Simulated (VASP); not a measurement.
# CoSi (P2_13) in VASP: a series of runs, part 2 of 2

VASP 6.6.1. Earlier steps stand in the parts before.

## 4. Single point, PBE (11.31 Å³/atom)

This run uses another cell than the first one, of 11.31 Å³/atom.

Contents of INCAR:

```
ALGO = Normal ; EDIFF = 1E-6
ENCUT = 520 ; GGA = PE
ISIF = 2 ; ISMEAR = 0
LASPH = T ; LCHARG = F
LREAL = F ; LWAVE = F
NBANDS = 36 ; NELM = 60
PREC = Accurate ; SIGMA = 0.05
```

Contents of KPOINTS:

```
k-points
0
Gamma
  8 8 8
```

Contents of POSCAR:

```
CoSi
1.0
    4.4890928046      0.0000000000      0.0000000000
    0.0000000000      4.4890928046      0.0000000000
    0.0000000000      0.0000000000      4.4890928046
Co Si
4 4
Direct
    0.1430583849      0.1430583849      0.1430583849
    0.3569416151      0.8569416151      0.6430583849
    0.6430583849      0.3569416151      0.8569416151
    0.8569416151      0.6430583849      0.3569416151
    0.8425925793      0.8425925793      0.8425925793
    0.6574074207      0.1574074207      0.3425925793
    0.3425925793      0.6574074207      0.1574074207
    0.1574074207      0.3425925793      0.6574074207
```

Potentials or basis: VASP PAW PBE potentials, release 64 (Co, Si).

On the command line:

```sh
> cat potpaw_PBE.64/Co/POTCAR potpaw_PBE.64/Si/POTCAR > POTCAR
> mpirun -np 1 vasp_std > vasp.out
```

OUTCAR:

```text
EDIFF = 1E-6
   ENCUT = 520
   GGA = PE
   ISIF = 2
   ISMEAR = 0
   LASPH = T
   LREAL = F
   NELM = 60
   PREC = Accurate

 ion  position               nearest neighbor table
   1  0.143  0.143  0.143-   5 2.34   8 2.36   7 2.36   6 2.36   8 2.48   7 2.48   6 2.48   3 2.76
                             4 2.76   2 2.76   2 2.76   4 2.76   3 2.76
   2  0.357  0.857  0.643-   6 2.34   7 2.36   5 2.36   8 2.36   7 2.48   8 2.48   5 2.48   1 2.76
                             1 2.76   3 2.76   3 2.76   4 2.76   4 2.76
   3  0.643  0.357  0.857-   7 2.34   6 2.36   5 2.36   8 2.36   6 2.48   8 2.48   5 2.48   1 2.76
                             4 2.76   2 2.76   2 2.76   4 2.76   1 2.76
   4  0.857  0.643  0.357-   8 2.34   5 2.36   7 2.36   6 2.36   5 2.48   6 2.48   7 2.48   1 2.76
                             3 2.76   2 2.76   1 2.76   2 2.76   3 2.76
   5  0.843  0.843  0.843-   1 2.34   4 2.36   3 2.36   2 2.36   4 2.48   3 2.48   2 2.48   6 2.78
                             7 2.78   8 2.78   6 2.78   8 2.78   7 2.78
   6  0.657  0.157  0.343-   2 2.34   3 2.36   1 2.36   4 2.36   3 2.48   4 2.48   1 2.48   8 2.78
                             5 2.78   5 2.78   7 2.78   7 2.78   8 2.78
   7  0.343  0.657  0.157-   3 2.34   2 2.36   1 2.36   4 2.36   2 2.48   4 2.48   1 2.48   8 2.78
                             5 2.78   8 2.78   6 2.78   6 2.78   5 2.78
   8  0.157  0.343  0.657-   4 2.34   1 2.36   3 2.36   2 2.36   1 2.48   2 2.48   3 2.48   7 2.78
                             5 2.78   7 2.78   5 2.78   6 2.78   6 2.78

  LATTYP: Found a simple cubic cell.
 ALAT       =     4.4890928046

  Lattice vectors:

 A1 = (   4.4890928046,   0.0000000000,   0.0000000000)
 A2 = (   0.0000000000,   4.4890928046,   0.0000000000)
 A3 = (   0.0000000000,   0.0000000000,   4.4890928046)

Analysis of symmetry for initial positions (statically):
=====================================================================
 Subroutine PRICEL returns:
 Original cell was already a primitive cell.

 Routine SETGRP: Setting up the symmetry group for a
 simple cubic supercell.

 Subroutine GETGRP returns: Found 12 space group operations
 (whereof  3 operations were pure point group operations)
 out of a pool of 48 trial point group operations.

The static configuration has the point symmetry C_3 .
 The point group associated with its full space group is T   .

Analysis of symmetry for dynamics (positions and initial velocities):
=====================================================================
 Subroutine PRICEL returns:
 Original cell was already a primitive cell.

 Routine SETGRP: Setting up the symmetry group for a
 simple cubic supercell.

 Subroutine GETGRP returns: Found 12 space group operations
 (whereof  3 operations were pure point group operations)
 out of a pool of 48 trial point group operations.

The dynamic configuration has the point symmetry C_3 .
 The point group associated with its full space group is T   .

 Subroutine INISYM returns: Found 12 space group operations
 (whereof  3 operations are pure point group operations),
 and found     1 'primitive' translations

----------------------------------------------------------------------------------------

                                     Primitive cell

  volume of cell :      90.4640

  direct lattice vectors                    reciprocal lattice vectors
     4.489092805  0.000000000  0.000000000     0.222762158  0.000000000  0.000000000
     0.000000000  4.489092805  0.000000000     0.000000000  0.222762158  0.000000000
[... 80 lines left out ...]
   number of dos      NEDOS =    301   number of ions     NIONS =      8
   total plane-waves  NPLWV =  46656
   dimension x,y,z NGX =    36 NGY =   36 NGZ =   36
   dimension x,y,z NGXF=    72 NGYF=   72 NGZF=   72
   ions per type =               4   4
   NGX,Y,Z   is equivalent  to a cutoff of  13.33, 13.33, 13.33 a.u.
   NGXF,Y,Z  is equivalent  to a cutoff of  26.66, 26.66, 26.66 a.u.
 SYSTEM =  unknown system
   PREC   = accura    normal or accurate (medium, high low for compatibility)
   ISTART =      0    job   : 0-new  1-cont  2-samecut
   ICHARG =      2    charge: 1-file 2-atom 10-const
   ISPIN  =      1    spin polarized calculation?
   LNONCOLLINEAR =      F non collinear calculations
   LSORBIT =      F    spin-orbit coupling
   LASPH  =      T    aspherical Exc in radial PAW
   ENCUT  =  520.0 eV  38.22 Ry    6.18 a.u.   8.35  8.35  8.35*2*pi/ulx,y,z
   NELM   =     60;   NELMIN=  2; NELMDL= -5     # of ELM steps
   EDIFF  = 0.1E-05   stopping-criterion for ELM
   LREAL  =      F    real-space projection
   EDIFFG = 0.1E-04   stopping-criterion for IOM
   NSW    =      0    number of steps for IOM
   IBRION =     -1    ionic relax: 0-MD 1-quasi-New 2-CG
   NFREE  =      0    steps in history (QN), initial steepest desc. (CG)
   ISIF   =      2    stress and relaxation
   ISYM   =      2    0-nonsym 1-usesym 2-fastsym
   POTIM  = 0.5000    time-step for ionic-motion
   TEBEG  =    0.0;   TEEND  =   0.0 temperature during run
   PSTRESS=    0.0 pullay stress
   NELECT =      52.0000    total number of electrons
   NUPDOWN=      -1.0000    fix difference up-down
   EMIN   =  10.00;   EMAX   =-10.00  energy-range for DOS
   EFERMI =   0.00;   METHOD = LEGACY
   ISMEAR =     0;   SIGMA  =   0.05  broadening in eV -4-tet -1-fermi 0-gaus
   EFERMI_NEDOS =   21; number of points for ismear=-14 and -15
   IALGO  =     38    algorithm
   IMIX   =      4    mixing-type and parameters
     AMIX     =   0.40;   BMIX     =  1.00
     AMIX_MAG =   1.60;   BMIX_MAG =  1.00
  volume/ion in A,a.u.               =      11.31        76.31
  Fermi-wavevector in a.u.,A,eV,Ry     =   1.361186  2.572268 25.209233  1.852826
  Thomas-Fermi vector in A             =   2.487783
   LORBIT       =      0    0 simple, 1 ext, 2 COOP (PROOUT), +10 PAW based schemes
   GGA     = PE    functional components
   LHFCALC =     F    Hartree Fock is set to
   AEXX    =    0.0000 exact exchange contribution
   IVDW    =     0    specifies the selected vdW correction
   LEPSILON=     F    determine dielectric tensor
   LRPA    =     F    only Hartree local field effects (RPA)
 non-spin polarized calculation
 Gauss-broadening in eV      SIGMA  =   0.05
  energy-cutoff  :      520.00
  volume of cell :       90.46
 maximum number of plane-waves:      2469
 NGX is ok and might be reduce to    36
   NGX = 17   NGY = 17   NGZ = 17

 number of electron      52.0000011 magnetization

 Free energy of the ion-electron system (eV)
  ---------------------------------------------------
  ext. energy  EPLUGINS =         0.00000000
  ---------------------------------------------------
  free energy    TOTEN  =       -54.65838500 eV

  energy without entropy =      -54.65619107  energy(sigma->0) =      -54.65728804

 E-fermi :  11.5144     XC(G=0): -12.6691

 val. band max:       11.5104568021   @ k =   0.5000   0.5000   0.3750
 cond. band min:      11.6401343386   @ k =   0.5000   0.3750   0.3750
 fundamental gap:      0.1296775365
 Fermi energy:        11.5143685509

 k-point     1 :       0.0000    0.0000    0.0000
  band No.  band energies     occupation
      1      -1.8293      2.00000
      2       3.5244      2.00000
      3       3.5244      2.00000
      4       3.5244      2.00000
      5       6.2239      2.00000
      6       6.2239      2.00000
[... 925 lines left out ...]
     35      16.2169      0.00000
     36      16.9375      0.00000

 [... further k-points ...]

------------------------ aborting loop because EDIFF is reached ----------------------------------------

  FORCE on cell =-STRESS in cart. coord.  units (eV):
  Direction    XX          YY          ZZ          XY          YZ          ZX
  --------------------------------------------------------------------------------------
  -------------------------------------------------------------------------------------
  Total       -4.4465750     -4.4465750     -4.4465750      0.0000000     -0.0000000      0.0000000
  in kB      -78.7517927    -78.7517927    -78.7517927      0.0000000     -0.0000000      0.0000000
  external PRESSURE =     -78.7517927 kB  Pullay stress =       0.0000000 kB

 VOLUME and BASIS-vectors are now :
 -----------------------------------------------------------------------------
  energy-cutoff  :      520.00
  volume of cell :       90.46
      direct lattice vectors                 reciprocal lattice vectors
     4.489092805  0.000000000  0.000000000     0.222762158  0.000000000  0.000000000
     0.000000000  4.489092805  0.000000000     0.000000000  0.222762158  0.000000000
     0.000000000  0.000000000  4.489092805     0.000000000  0.000000000  0.222762158

 POSITION                                       TOTAL-FORCE (eV/Angst)
 -----------------------------------------------------------------------------------
      0.64220      0.64220      0.64220         0.003918      0.003918      0.003918
      1.60234      3.84689      2.88675        -0.003918     -0.003918      0.003918
      2.88675      1.60234      3.84689         0.003918     -0.003918     -0.003918
      3.84689      2.88675      1.60234        -0.003918      0.003918     -0.003918
      3.78248      3.78248      3.78248        -0.002737     -0.002737     -0.002737
      2.95116      0.70662      1.53793         0.002737      0.002737     -0.002737
      1.53793      2.95116      0.70662        -0.002737      0.002737      0.002737
      0.70662      1.53793      2.95116         0.002737     -0.002737      0.002737
 -----------------------------------------------------------------------------------
    total drift:                               -0.000000      0.000000      0.000000

  FREE ENERGIE OF THE ION-ELECTRON SYSTEM (eV)
  ---------------------------------------------------
  free  energy   TOTEN  =       -54.6583849987 eV

  energy  without entropy=      -54.6561910740  energy(sigma->0) =      -54.65728804
```

Wall time 2.3 min (1 thread of Intel Xeon Platinum 8259CL at 2.50GHz (Skylake/Cascade Lake), shared host); peak memory 0.26 GiB.

Results:

```
Free energy            : -54.6584 eV
Pressure               : -7.9 GPa
Largest force          : 0.007 eV/Å
Band gap on the k mesh : zero (bands 26 and 27 overlap by 0.20 eV)
```

Forces in eV/Å, atoms in the order of the input:
```
Co   0.004  0.004  0.004
Co  -0.004 -0.004  0.004
Co   0.004 -0.004 -0.004
Co  -0.004  0.004 -0.004
Si  -0.003 -0.003 -0.003
Si   0.003  0.003 -0.003
Si  -0.003  0.003  0.003
Si   0.003 -0.003  0.003
```

Levels at points of the mesh, in eV from the Fermi level:
```tsv
k point	band 22	band 23	band 24	band 25	band 26	band 27	band 28	band 29	band 30	band 31
(0.00, 0.00, 0.00)	-0.86	-0.73	-0.73	-0.01	-0.01	-0.01	2.32	2.32	2.32	2.81
(0.50, 0.00, 0.00)	-0.98	-0.62	-0.62	-0.45	-0.45	0.96	0.96	1.36	1.36	4.11
(0.50, 0.50, 0.00)	-1.41	-0.95	-0.95	-0.03	-0.03	0.54	0.54	1.86	1.86	2.38
(0.50, 0.50, 0.50)	-1.14	-1.14	-1.14	-0.21	-0.21	-0.21	-0.21	5.13	5.13	5.13
```

Caveat: the cell stands under tension; the run has no spin polarisation, though such a crystal can be magnetic. Spin polarisation is off, so any magnetic state and its effect on volume and gap are missing.

## 5. Overview

```csv
cell,gap on the mesh (eV),pressure (GPa),largest force (eV/Å)
"a = 4.401 Å, 8 atoms, atomic positions A",none,4.5,0.01
"a = 4.460 Å, 8 atoms, atomic positions B",none,-4.2,-
"a = 4.489 Å, 8 atoms, atomic positions C",none,-7.9,0.01
```

Alike in all rows: task single point; level PBE; potentials or basis VASP PAW PBE potentials, release 64 (Co, Si); no spin polarisation; k mesh 8 × 8 × 8; cutoff (eV) 520; smearing gaussian 0.05 eV.

Caveats: the run has no spin polarisation, though such a crystal can be magnetic; the cell stands under tension (at least some runs); the cell stands under pressure (at least some runs).

Absolute energies hang on the potentials; compare differences alone.
